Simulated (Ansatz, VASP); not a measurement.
Ga2O: VASP beside Ansatz

```
Ga O
1.0
     3.04405    0.00000    0.00000
    -1.52202    2.63622    0.00000
     0.00000    0.00000   11.21634
Ga O
4 2
Cartesian
  0.0000 0.0000 4.3519
  0.0000 0.0000 6.8645
  1.5220 0.8787 1.1136
  0.0000 1.7575 10.1027
  1.5220 0.8787 3.5084
  0.0000 1.7575 7.7079
```

Alike in both runs: functional PBEsol; k mesh 6 × 6 × 2; occupations gaussian, width 0.1 eV; no spin polarisation.

Ansatz relaxed the structure, and its values are those at the end. VASP's run is a single point on that final structure, the one shown.

|  | VASP | Ansatz |
| --- | --- | --- |
| version | VASP 6.6.1 | Ansatz 0.2.0 |
| potentials or method | VASP PAW PBE potentials, release 64 (Ga_d, O), cutoff 520 eV | scalar-relativistic, plane waves, PAW |
| valence electrons in the cell | 64 | 64 |

```csv
,VASP,Ansatz,Ansatz less VASP
gap on the k mesh at the Fermi level (eV),none,none,-
pressure (GPa),0.3,0.1,-0.19
rms of the force components (eV/Å),0.022,0.007,-0.0145
```

VASP's potentials were made for PBE, not for PBEsol. A gap of «none» marks a metal or a gap that the smearing closes.

The k mesh is coarse, so the values compare programs but aren't converged.
